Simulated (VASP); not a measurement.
Here is a VASP 6.6.1 calculation.

File INCAR:

```
SYSTEM = ReS
PREC = Accurate
ENCUT = 500
EDIFF = 1E-6
ISMEAR = 0
SIGMA = 0.1
LREAL = .False.
LASPH = .True.
NELM = 200
ALGO = Normal
ISIF = 2
LWAVE = .False.
LCHARG = .False.
ISPIN = 2
MAGMOM = 3.5 0
LORBIT = 11
LMAXMIX = 4
GGA = PE
NBANDS = 22
GGA_COMPAT = .False.
```

KPOINTS

```
Automatic mesh
0
Gamma
  14 14 14
  0 0 0
```

The input POSCAR:

```
ReS
1.0
    0.0000000000      2.2852400464      2.2852400464
    2.2852400464      0.0000000000      2.2852400464
    2.2852400464      2.2852400464      0.0000000000
Re S
1 1
Direct
    0.0000000000      0.0000000000      0.0000000000
    0.5000000000      0.5000000000      0.5000000000
```

Potentials or basis: VASP PAW PBE potentials, release 64 (Re_sv_GW, S).

The run is started by

```sh
$ cat potpaw_PBE.64/Re_sv_GW/POTCAR potpaw_PBE.64/S/POTCAR > POTCAR
$ mpirun -np 1 vasp_std > vasp.out
```

Task: Predict the pressure.

Result: 73.5 GPa.

Task: Estimate the net moment.

Result: 0.00 μB per cell.
